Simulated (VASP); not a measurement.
# Re: single point with PBE

Re:

```
Re
1.0
     0.00000    2.17000    1.59343
     2.17000    0.00000    1.59343
     2.17000    2.17000    0.00000
Re
1
Direct
  0.00000 0.00000 0.00000
```

This cell differs from its parent crystal: volume 15.007 Å^3 an atom, c/a of the conventional cell 0.7343.

```json
{
  "Program": "VASP 6.6.1",
  "Task": "single point",
  "Functional": "PBE",
  "Potentials or basis": "VASP PAW PBE potentials, release 64 (Re)",
  "Cutoff": "520 eV",
  "k mesh": "10 × 10 × 10",
  "Occupations": "gaussian, width 0.15 eV",
  "Spin": "no spin polarisation"
}
```

* Pressure: 1.5 GPa

Stress tensor (GPa, compression positive):
```
1.67 0.00 0.00
0.00 1.67 0.00
0.00 0.00 1.08
```

Levels at points of the mesh, in eV from the Fermi level:
```tsv
k point	band 1	band 2	band 3	band 4	band 5	band 6	band 7	band 8	band 9
(0.00, 0.00, 0.00)	-10.57	-2.74	-2.74	-2.25	0.51	1.08	15.12	15.85	15.85
(0.50, 0.00, 0.00)	-7.31	-4.63	-0.08	0.38	1.57	4.38	9.74	12.11	17.28
(0.50, 0.50, 0.00)	-6.96	-6.84	3.44	3.57	3.57	7.21	8.30	8.30	15.67
(0.50, 0.00, 0.50)	-7.31	-5.12	0.23	1.10	1.80	4.49	10.09	11.86	16.33
```

Wall time 11 s on 1 thread of Intel(R) Xeon(R) Platinum 8488C (Sapphire Rapids), on a shared host, peak memory 0.14 GiB.

Caveat: spin-orbit coupling is left out, which moves the levels of the heavy elements.
